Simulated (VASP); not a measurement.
# MoS2 (R3m) in VASP: a series of runs

Runs on MoS2. Level: LDA. Tasks: relaxation of the atoms.

Program: VASP 6.6.1. These are calculated values, not measurements. Logs are shortened: lines on timing, memory, paths and dates and some standing lists are left out, and cuts for length are marked.

## Step 1: The cell of the first run

It takes space group R3m (No. 160, trigonal). The conventional cell has a = 3.126 Å, b = 3.126 Å, c = 18.062 Å, α = 90.00°, β = 90.00°, γ = 120.00°. Within 3.2 Å of Mo (site symmetry 3m) lie 6 S at 2.39 Å and 6 Mo at 3.13 Å. Within 3.2 Å of S (site symmetry 3m) lie 3 Mo at 2.39 Å and 7 S at 3.12 to 3.13 Å. Within 3.2 Å of S (site symmetry 3m) lie 3 Mo at 2.39 Å and 7 S at 3.12 to 3.13 Å.

## Step 2: Relaxation of the atoms, LDA (z stretched by +0.5 %, x and y held)

File INCAR:

```
ALGO = Normal
EDIFF = 1E-6
EDIFFG = -0.002
ENCUT = 520
IBRION = 2
ISIF = 2
ISMEAR = 0
LASPH = T
LCHARG = F
LREAL = F
LWAVE = F
NELM = 80
NSW = 50
PREC = Accurate
SIGMA = 0.01
```

File KPOINTS:

```
k-points
0
Gamma
  8 8 8
```

File POSCAR:

```
MoS2
1.0
    1.5631445631      0.9024819343      6.0205454126
   -1.5631445631      0.9024819343      6.0205454126
    0.0000000000     -1.8049638686      6.0205454126
Mo S
1 2
Direct
    0.0000849214      0.0000849214      0.0000849214
    0.2471019553      0.2471019553      0.2471019553
    0.4198131232      0.4198131232      0.4198131232
```

Potentials or basis: VASP PAW LDA potentials, release 64 (Mo_sv, S).

Launch:

```bash
$ cat potpaw_LDA.64/Mo_sv/POTCAR potpaw_LDA.64/S/POTCAR > POTCAR
$ mpirun -np 1 vasp_std > vasp.out
```

OUTCAR:

```text
EDIFF = 1E-6
   EDIFFG = -0.002
   ENCUT = 520
   IBRION = 2
   ISIF = 2
   ISMEAR = 0
   LASPH = T
   LREAL = F
   NELM = 80
   NSW = 50
   PREC = Accurate

 ion  position               nearest neighbor table
   1  0.000  0.000  0.000-   2 2.39   2 2.39   2 2.39   3 2.39   3 2.39   3 2.39
   2  0.247  0.247  0.247-   1 2.39   1 2.39   1 2.39
   3  0.420  0.420  0.420-   1 2.39   1 2.39   1 2.39

  LATTYP: Found a trigonal (rhomboedric) cell.
 ALAT       =     6.2852893038
 COS(alpha) =     0.8762977100

  Lattice vectors:

 A1 = (   1.5631445631,   0.9024819343,   6.0205454126)
 A2 = (  -1.5631445631,   0.9024819343,   6.0205454126)
 A3 = (   0.0000000000,  -1.8049638686,   6.0205454126)

Analysis of symmetry for initial positions (statically):
=====================================================================
 Subroutine PRICEL returns:
 Original cell was already a primitive cell.

 Routine SETGRP: Setting up the symmetry group for a
 trigonal (rhombohedral) supercell.

 Subroutine GETGRP returns: Found  6 space group operations
 (whereof  6 operations were pure point group operations)
 out of a pool of 12 trial point group operations.

The static configuration has the point symmetry C_3v.

Analysis of symmetry for dynamics (positions and initial velocities):
=====================================================================
 Subroutine PRICEL returns:
 Original cell was already a primitive cell.

 Routine SETGRP: Setting up the symmetry group for a
 trigonal (rhombohedral) supercell.

 Subroutine GETGRP returns: Found  6 space group operations
 (whereof  6 operations were pure point group operations)
 out of a pool of 12 trial point group operations.

The dynamic configuration has the point symmetry C_3v.

 Subroutine INISYM returns: Found  6 space group operations
 (whereof  6 operations are pure point group operations),
 and found     1 'primitive' translations

----------------------------------------------------------------------------------------

                                     Primitive cell

  volume of cell :      50.9595

  direct lattice vectors                    reciprocal lattice vectors
     1.563144563  0.902481934  6.020545413     0.319868048  0.184675904  0.055365969
    -1.563144563  0.902481934  6.020545413    -0.319868048  0.184675904  0.055365969
     0.000000000 -1.804963869  6.020545413     0.000000000 -0.369351807  0.055365969

  length of vectors
     6.285289304  6.285289304  6.285289304     0.373478444  0.373478444  0.373478444

  position of ions in fractional coordinates (direct lattice)
     0.000084921  0.000084921  0.000084921
     0.247101955  0.247101955  0.247101955
     0.419813123  0.419813123  0.419813123

  ion indices of the primitive-cell ions
   primitive index   ion index
                 1           1
                 2           2
                 3           3

----------------------------------------------------------------------------------------

 KPOINTS: k-points

Automatic generation of k-mesh.
 Grid dimensions read from file:
 generate k-points for:    8    8    8

 Generating k-lattice:

  Cartesian coordinates                     Fractional coordinates (reciprocal lattice)
     0.039983506  0.023084488  0.006920746     0.125000000 -0.000000000  0.000000000
    -0.039983506  0.023084488  0.006920746    -0.000000000  0.125000000  0.000000000
     0.000000000 -0.046168976  0.006920746     0.000000000  0.000000000  0.125000000

  Length of vectors
     0.046684805  0.046684805  0.046684805

  Shift w.r.t. Gamma in fractional coordinates (k-lattice)
     0.000000000  0.000000000  0.000000000

 Subroutine IBZKPT returns following result:
 ===========================================

 Found     65 irreducible k-points:

 Following reciprocal coordinates:
            Coordinates               Weight
  0.000000  0.000000  0.000000      1.000000
  0.125000  0.000000 -0.000000      6.000000
  0.250000  0.000000 -0.000000      6.000000
  0.375000 -0.000000 -0.000000      6.000000
  0.500000  0.000000 -0.000000      3.000000
  0.125000  0.125000 -0.000000      6.000000
[... 16 lines left out ...]
  0.250000  0.125000  0.125000      6.000000
  0.375000  0.125000  0.125000      6.000000
 [... further k-points ...]
   k-points           NKPTS =     65   k-points in BZ     NKDIM =     65   number of bands    NBANDS=     17
   number of dos      NEDOS =    301   number of ions     NIONS =      3
   total plane-waves  NPLWV = 110592
   dimension x,y,z NGX =    48 NGY =   48 NGZ =   48
   dimension x,y,z NGXF=    96 NGYF=   96 NGZF=   96
   ions per type =               1   2
   NGX,Y,Z   is equivalent  to a cutoff of  12.70, 12.70, 12.70 a.u.
   NGXF,Y,Z  is equivalent  to a cutoff of  25.39, 25.39, 25.39 a.u.
 SYSTEM =  unknown system
   PREC   = accura    normal or accurate (medium, high low for compatibility)
   ISTART =      0    job   : 0-new  1-cont  2-samecut
   ICHARG =      2    charge: 1-file 2-atom 10-const
   ISPIN  =      1    spin polarized calculation?
   LNONCOLLINEAR =      F non collinear calculations
   LSORBIT =      F    spin-orbit coupling
   LASPH  =      T    aspherical Exc in radial PAW
   ENCUT  =  520.0 eV  38.22 Ry    6.18 a.u.  11.69 11.69 11.69*2*pi/ulx,y,z
   NELM   =     80;   NELMIN=  2; NELMDL= -5     # of ELM steps
   EDIFF  = 0.1E-05   stopping-criterion for ELM
   LREAL  =      F    real-space projection
   EDIFFG = -.2E-02   stopping-criterion for IOM
   NSW    =     50    number of steps for IOM
   IBRION =      2    ionic relax: 0-MD 1-quasi-New 2-CG
   NFREE  =      1    steps in history (QN), initial steepest desc. (CG)
   ISIF   =      2    stress and relaxation
   ISYM   =      2    0-nonsym 1-usesym 2-fastsym
   POTIM  = 0.5000    time-step for ionic-motion
   TEBEG  =    0.0;   TEEND  =   0.0 temperature during run
   PSTRESS=    0.0 pullay stress
   NELECT =      26.0000    total number of electrons
   NUPDOWN=      -1.0000    fix difference up-down
   EMIN   =  10.00;   EMAX   =-10.00  energy-range for DOS
   EFERMI =   0.00;   METHOD = LEGACY
   ISMEAR =     0;   SIGMA  =   0.01  broadening in eV -4-tet -1-fermi 0-gaus
   EFERMI_NEDOS =   21; number of points for ismear=-14 and -15
   IALGO  =     38    algorithm
   IMIX   =      4    mixing-type and parameters
     AMIX     =   0.40;   BMIX     =  1.00
     AMIX_MAG =   1.60;   BMIX_MAG =  1.00
  volume/ion in A,a.u.               =      16.99       114.63
  Fermi-wavevector in a.u.,A,eV,Ry     =   1.308150  2.472046 23.283073  1.711258
  Thomas-Fermi vector in A             =   2.438837
   LORBIT       =      0    0 simple, 1 ext, 2 COOP (PROOUT), +10 PAW based schemes
   GGA     = CA    functional components
   LHFCALC =     F    Hartree Fock is set to
   AEXX    =    0.0000 exact exchange contribution
   IVDW    =     0    specifies the selected vdW correction
   LEPSILON=     F    determine dielectric tensor
   LRPA    =     F    only Hartree local field effects (RPA)
 conjugate gradient relaxation of ions
 non-spin polarized calculation
 Gauss-broadening in eV      SIGMA  =   0.01
  energy-cutoff  :      520.00
  volume of cell :       50.96
 maximum number of plane-waves:      1386
   NGX = 23   NGY = 23   NGZ = 23

--------------------------------------- Ionic step        1  -------------------------------------------

 number of electron      26.0000001 magnetization

 Free energy of the ion-electron system (eV)
  ---------------------------------------------------
  ext. energy  EPLUGINS =         0.00000000
  ---------------------------------------------------
  free energy    TOTEN  =       -24.47668632 eV

  energy without entropy =      -24.47668632  energy(sigma->0) =      -24.47668632

------------------------ aborting loop because EDIFF is reached ----------------------------------------

  FORCE on cell =-STRESS in cart. coord.  units (eV):
  Direction    XX          YY          ZZ          XY          YZ          ZX
  --------------------------------------------------------------------------------------
  -------------------------------------------------------------------------------------
  Total       -0.1315885     -0.1315885     -0.4700189      0.0000000     -0.0000000      0.0000000
  in kB       -4.1371732     -4.1371732    -14.7775048      0.0000000     -0.0000000      0.0000000
  external PRESSURE =      -7.6839504 kB  Pullay stress =       0.0000000 kB
[... 59 lines left out ...]
  energy  without entropy=      -24.4775316665  energy(sigma->0) =      -24.47753167

--------------------------------------- Ionic step        3  -------------------------------------------

 number of electron      26.0000001 magnetization

 Free energy of the ion-electron system (eV)
  ---------------------------------------------------
  ext. energy  EPLUGINS =         0.00000000
  ---------------------------------------------------
  free energy    TOTEN  =       -24.47753307 eV

  energy without entropy =      -24.47753307  energy(sigma->0) =      -24.47753307

 E-fermi :   8.2793     XC(G=0): -11.3854

 val. band max:        8.1112186423   @ k =   0.5000   0.5000   0.5000
 cond. band min:       8.9806254299   @ k =  -0.2500   0.1250   0.0000
 fundamental gap:      0.8694067876
 Fermi energy:         8.2792917991

 k-point     1 :       0.0000    0.0000    0.0000
  band No.  band energies     occupation
      1     -53.1102      2.00000
      2     -27.5035      2.00000
      3     -27.2134      2.00000
      4     -27.2134      2.00000
      5      -7.1356      2.00000
      6      -5.2859      2.00000
[... 9 lines left out ...]
     16      10.5920      0.00000
     17      10.5920      0.00000
[... 443 lines left out ...]
      1     -53.0855      2.00000
      2     -27.4565      2.00000
      3     -27.4471      2.00000
      4     -27.2666      2.00000
      5      -6.1280      2.00000
      6      -5.1219      2.00000
[... 9 lines left out ...]
     16      10.6722      0.00000
     17      11.1388      0.00000

 [... further k-points ...]
[... 5 lines left out ...]
  --------------------------------------------------------------------------------------
  -------------------------------------------------------------------------------------
  Total        0.0045331      0.0045331     -0.0887036      0.0000000      0.0000000      0.0000000
  in kB        0.1425205      0.1425205     -2.7888613      0.0000000      0.0000000      0.0000000
  external PRESSURE =      -0.8346068 kB  Pullay stress =       0.0000000 kB
[... 18 lines left out ...]
  FREE ENERGIE OF THE ION-ELECTRON SYSTEM (eV)
  ---------------------------------------------------
  free  energy   TOTEN  =       -24.4775330707 eV

  energy  without entropy=      -24.4775330707  energy(sigma->0) =      -24.47753307

 reached required accuracy - stopping structural energy minimisation
```

It took 3.1 min on 1 thread of Intel Xeon Platinum 8488C (Sapphire Rapids), shared host; peak memory 0.29 GiB.

What came out:

```yaml
Free_energy: -24.4775 eV
Energy_gained_by_relaxing: 0.3 meV/atom
Ionic_steps: 3
Pressure_after_relaxing: -0.1 GPa
Band_gap_on_the_k_mesh: 0.87 eV (least direct gap 2.14 eV)
```

Stress tensor (GPa, compression positive):
```
 0.01  0.00  0.00
 0.00  0.01  0.00
 0.00  0.00 -0.28
```

Step by step:
| step | energy change (eV) | largest force (eV/Å) | pressure (GPa) |
| --- | --- | --- | --- |
| 1 | 0.0000 | 0.1296 | -0.77 |
| 2 | -0.0008 | 0.0053 | -0.11 |
| 3 | -0.0008 | 0.0009 | -0.08 |

Final structure:
```
Mo S
1.0
     1.56314    0.90248    6.02055
    -1.56314    0.90248    6.02055
     0.00000   -1.80496    6.02055
Mo S
1 2
Direct
  0.00009 0.00009 0.00009
  0.24746 0.24746 0.24746
  0.41945 0.41945 0.41945
```

Caveat: the cell differs from its parent crystal (z stretched by +0.5 %, x and y held).

## Step 3: Relaxation of the atoms, LDA

This run uses another cell than the first one, of 16.65 Å³/atom.

File INCAR:

```
  PREC = Accurate
  ENCUT = 520
  EDIFF = 1E-7
  ISMEAR = 0
  SIGMA = 0.01
  LREAL = False
  LASPH = True
  NELM = 80
  ALGO = Normal
  ISIF = 2
  LWAVE = False
  LCHARG = False
  IBRION = 2
  NSW = 50
  EDIFFG = -0.002
```

File KPOINTS:

```
Automatic mesh
0
Gamma
  8 8 8
```

File POSCAR:

```
MoS2
1.0
    1.5553288403      0.8979695246      5.9606394881
   -1.5553288403      0.8979695246      5.9606394881
    0.0000000000     -1.7959390493      5.9606394881
Mo S
1 2
Direct
    0.0000849214      0.0000849214      0.0000849214
    0.2471019553      0.2471019553      0.2471019553
    0.4198131232      0.4198131232      0.4198131232
```

Potentials or basis: VASP PAW LDA potentials, release 64 (Mo_sv, S).

Launch:

```bash
$ cat potpaw_LDA.64/Mo_sv/POTCAR potpaw_LDA.64/S/POTCAR > POTCAR
$ mpirun -np 1 vasp_std > vasp.out
```

Wall time 7.2 min (1 thread of AMD EPYC 9755, shared host); peak memory 0.26 GiB.

Results (log left out):

```
Free energy               : -24.4741 eV
Energy gained by relaxing : 1.2 meV/atom
Ionic steps               : 5
Pressure after relaxing   : 1.3 GPa
Band gap on the k mesh    : 0.82 eV (least direct gap 2.18 eV)
```

Stress tensor (GPa, compression positive):
```
1.76 0.00 0.00
0.00 1.76 0.00
0.00 0.00 0.39
```

Step by step:
```csv
step,energy change (eV),largest force (eV/Å),pressure (GPa)
1,0.0000,0.2739,2.76
2,-0.0036,0.0038,1.31
3,-0.0036,0.0038,1.31
4,-0.0036,0.0048,1.31
5,-0.0036,0.0001,1.31
```

Final structure:
```cif
data_structure
_symmetry_space_group_name_H-M 'P 1'
_symmetry_Int_Tables_number 1
_cell_length_a 6.2253
_cell_length_b 6.2253
_cell_length_c 6.2253
_cell_angle_alpha 28.936
_cell_angle_beta 28.936
_cell_angle_gamma 28.936
_cell_volume 49.95
loop_
_atom_site_label
_atom_site_type_symbol
_atom_site_fract_x
_atom_site_fract_y
_atom_site_fract_z
_atom_site_occupancy
Mo1 Mo 0.00008 0.00008 0.00008 1
S1 S 0.24636 0.24636 0.24636 1
S2 S 0.42055 0.42055 0.42055 1
```

Levels at points of the mesh, in eV from the valence-band top:
| k point | band 11 | band 12 | band 13 | band 14 | band 15 | band 16 |
| --- | --- | --- | --- | --- | --- | --- |
| (0.00, 0.00, 0.00) | -2.30 | -1.54 | -1.11 | 2.04 | 2.04 | 2.50 |
| (0.50, 0.00, 0.00) | -2.47 | -1.64 | -1.53 | 1.71 | 2.02 | 3.38 |
| (0.50, 0.50, 0.00) | -3.23 | -1.83 | -1.40 | 1.64 | 2.21 | 2.94 |
| (0.50, 0.50, 0.50) | -2.25 | -2.25 | 0.00 | 2.18 | 2.18 | 2.29 |

## Step 4: Relaxation of the atoms, LDA (z stretched by -0.5 %, x and y held)

File INCAR:

```
PREC     = Accurate       # precision mode
ENCUT    = 520            # plane-wave cutoff, eV
EDIFF    = 1E-6           # SCF threshold, eV
ISMEAR   = 0              # smearing method
SIGMA    = 0.01           # smearing width, eV
LREAL    = F              # projectors in reciprocal space
LASPH    = T              # aspherical terms in the spheres
NELM     = 60             # most SCF steps
ALGO     = Normal         # electronic algorithm
ISIF     = 2              # what is computed and relaxed
LWAVE    = F              # write WAVECAR
LCHARG   = F              # write CHGCAR
IBRION   = 2              # ionic algorithm
NSW      = 50             # ionic steps
EDIFFG   = -0.002         # ionic threshold
```

File KPOINTS:

```
regular mesh
0
Gamma
  8 8 8
```

File POSCAR:

```
MoS2
1.0
    1.5631445631      0.9024819343      5.9606394881
   -1.5631445631      0.9024819343      5.9606394881
    0.0000000000     -1.8049638686      5.9606394881
Mo S
1 2
Direct
    0.0000849214      0.0000849214      0.0000849214
    0.2471019553      0.2471019553      0.2471019553
    0.4198131232      0.4198131232      0.4198131232
```

Launch:

```bash
$ cat potpaw_LDA.64/Mo_sv/POTCAR potpaw_LDA.64/S/POTCAR > POTCAR
$ mpirun -np 1 vasp_std > vasp.out
```

It took 6.3 min on 1 thread of AMD EPYC 9755, shared host; peak memory 0.26 GiB.

Results (log left out):

```
Free energy               : -24.4774 eV
Energy gained by relaxing : 0.4 meV/atom
Ionic steps               : 5
Pressure after relaxing   : 0.2 GPa
Band gap on the k mesh    : 0.81 eV (least direct gap 2.11 eV)
```

Step by step:
| step | energy change (eV) | largest force (eV/Å) | pressure (GPa) |
| --- | --- | --- | --- |
| 1 | 0.0000 | 0.1648 | 1.04 |
| 2 | -0.0013 | 0.0026 | 0.21 |
| 3 | -0.0013 | 0.0024 | 0.19 |
| 4 | -0.0013 | 0.0033 | 0.19 |
| 5 | -0.0013 | 0.0006 | 0.19 |

Final structure:
```xyz
3
Lattice="1.5631 0.9025 5.9606 -1.5631 0.9025 5.9606 0.0000 -1.8050 5.9606" Properties=species:S:1:pos:R:3 pbc="T T T"
Mo    0.0000    0.0000    0.0015
S     0.0000    0.0000    4.4107
S     0.0000    0.0000    7.5151
```

Levels at points of the mesh, in eV from the valence-band top:
```csv
k point,band 11,band 12,band 13,band 14,band 15,band 16
"(0.00, 0.00, 0.00)",-2.37,-1.50,-1.10,1.97,1.97,2.44
"(0.50, 0.00, 0.00)",-2.46,-1.65,-1.61,1.62,1.96,3.33
"(0.50, 0.50, 0.00)",-3.20,-1.90,-1.43,1.55,2.14,2.89
"(0.50, 0.50, 0.50)",-2.32,-2.32,0.00,2.11,2.11,2.24
```

Caveat: the cell differs from its parent crystal (z stretched by -0.5 %, x and y held).

## Step 5: Overview

```tsv
cell	gap on the mesh (eV)	pressure (GPa)
atoms relaxed from a = 6.285 Å, angles 28.8°, 3 atoms	0.87	-0.1
atoms relaxed from a = 6.225 Å, angles 28.9°, 3 atoms	0.82	1.3
atoms relaxed from a = 6.228 Å, angles 29.1°, 3 atoms	0.81	0.2
```

Alike in all rows: task relaxation of the atoms; level LDA; potentials or basis VASP PAW LDA potentials, release 64 (Mo_sv, S); no spin polarisation; k mesh 8 × 8 × 8; cutoff (eV) 520; smearing gaussian 0.01 eV.

Total energies depend on the potentials used, so only differences within one code and one set of settings carry meaning.
